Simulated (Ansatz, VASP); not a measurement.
## InSb in VASP and in Ansatz

INCAR

```
SYSTEM = InSb
ALGO     = Normal         ! electronic algorithm
EDIFF    = 1E-6           ! SCF threshold, eV
ENCUT    = 500            ! plane-wave cutoff, eV
GGA      = PE             ! functional
GGA_COMPAT= .False.      
ISIF     = 2              ! what is computed and relaxed
ISMEAR   = -1             ! smearing method
LASPH    = .True.         ! aspherical terms in the spheres
LCHARG   = .False.        ! write CHGCAR
LREAL    = .False.        ! projectors in reciprocal space
LWAVE    = .False.        ! write WAVECAR
NBANDS   = 26             ! bands
NELM     = 120            ! most SCF steps
PREC     = Accurate       ! precision mode
SIGMA    = 0.02           ! smearing width, eV
```

Contents of KPOINTS:

```
k-points
0
Gamma
  3 3 3
  0 0 0
```

Contents of POSCAR:

```
InSb
1.0
    5.0295613216      0.0000000000      0.0000000000
   -2.5147806608      4.3557278744      0.0000000000
    0.0000000000      0.0000000000      6.2057926258
In Sb
2 2
Direct
    0.3333333333      0.6666666667      0.2500000000
    0.6666666667      0.3333333333      0.7500000000
    0.6666666667      0.3333333333      0.2500000000
    0.3333333333      0.6666666667      0.7500000000
```

Input for Ansatz:

```yaml
crystal:
  lattice:
    - [5.0295613216, 0.0, 0.0]
    - [-2.5147806608, 4.3557278744, 0.0]
    - [0.0, 0.0, 6.2057926258]
  atoms:
    - { symbol: In, position: [0.3333333333, 0.6666666667, 0.25] }
    - { symbol: In, position: [0.6666666667, 0.3333333333, 0.75] }
    - { symbol: Sb, position: [0.6666666667, 0.3333333333, 0.25] }
    - { symbol: Sb, position: [0.3333333333, 0.6666666667, 0.75] }
kpoints:
  mp_grid: { grid: [3, 3, 3] }
hamiltonian:
  xc: pbe
scf:
  occupations: { method: fermi_dirac, width: 0.02 }
  n_extra_bands: 5
output:
  forces: true
  stress: true
  eigenvalues: true
```

Alike in both runs: task single point; functional PBE; k mesh 3 × 3 × 3; occupations fermi-dirac, width 0.02 eV; no spin polarisation.

|  | VASP | Ansatz |
| --- | --- | --- |
| version | VASP 6.6.1 | Ansatz 0.2.0 |
| potentials or method | VASP PAW PBE potentials, release 64 (In_d, Sb) | plane waves |
| plane-wave cutoff (eV) | 500 | 420 |
| valence electrons in the cell | 36 | 56 |

```tsv
	VASP	Ansatz	Ansatz less VASP
pressure (GPa)	1.7	1.7	+0.01
traceless stress, the component that is largest in VASP (GPa)	0.66	0.67	+0.007
```

With one functional, cell and mesh, what is left measures potentials, basis and numerics. VASP's potentials hold 36 valence electrons a cell and Ansatz's 56, so a difference there can come from the potentials and not from the codes.

The k mesh is coarse, so the values compare programs but aren't converged. Spin-orbit coupling is off throughout.
